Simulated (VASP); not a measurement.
A run of VASP 6.6.1:

The input INCAR:

```
PREC = Accurate
ENCUT = 520
EDIFF = 1E-7
ISMEAR = -1
SIGMA = 0.05
LREAL = False
LASPH = True
NELM = 80
ALGO = Normal
ISIF = 2
LWAVE = False
LCHARG = False
GGA = PE
NBANDS = 16
```

File KPOINTS:

```
Automatic mesh
0
Gamma
  14 14 14
```

File POSCAR:

```
AlRu
1.0
    0.0000000000      2.2941987362      2.2941987362
    2.2941987362      0.0000000000      2.2941987362
    2.2941987362      2.2941987362      0.0000000000
Ru Al
1 1
Direct
    0.0000000000      0.0000000000      0.0000000000
    0.5000000000      0.5000000000      0.5000000000
```

Potentials or basis: VASP PAW PBE potentials, release 64 (Ru_pv, Al).

Launch:

```bash
$ cat potpaw_PBE.64/Ru_pv/POTCAR potpaw_PBE.64/Al/POTCAR > POTCAR
$ mpirun -np 1 vasp_std > vasp.out
```

Hardware: 1 thread of Intel Xeon 8259CL, on a shared host.

Estimate the wall time of this run.

It took 38 s on 1 thread of Intel Xeon 8259CL, on a shared host, peak memory 0.17 GiB. Counts: scf iterations 11, k points 104.
